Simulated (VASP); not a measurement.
# W3C: single point with PBE

W3C, a slab with vacuum:

```
W C
1.0
     2.85459    0.00000    0.00000
    -1.42730    2.47215    0.00000
     0.00000    0.00000   21.69711
W C
3 1
Direct
  0.66667 0.33333 0.18436
  0.33333 0.66667 0.29260
  0.00000 0.00000 0.40084
  0.66667 0.33333 0.49809
```

```
Program             : VASP 6.6.1
Task                : single point
Functional          : PBE
Potentials or basis : VASP PAW PBE potentials, release 64 (W_sv, C)
Cutoff              : 520 eV
k mesh              : 9 × 9 × 1
Occupations         : gaussian, width 0.1 eV
Spin                : no spin polarisation
```

| Property | Result |
| --- | --- |
| Largest force | 2.903 eV/Å |
| Band gap on the k mesh | zero (bands 23 and 24 overlap by 0.96 eV) |

Forces in eV/Å, atoms in the order of the input:
```
W    0.000  0.000 -0.088
W    0.000  0.000 -0.193
W    0.000  0.000  2.903
C    0.000  0.000 -2.622
```

Levels at points of the mesh, in eV from the Fermi level:
```tsv
k point	band 21	band 22	band 23	band 24	band 25	band 26
(0.00, 0.00, 0.00)	-0.49	-0.25	-0.25	0.04	0.04	0.22
```

Run time: 4.7 min on 1 thread of Intel Xeon 8259CL, with other jobs on the host, peak memory 0.31 GiB.

Caveat: spin-orbit coupling is left out, which moves the levels of the heavy elements.
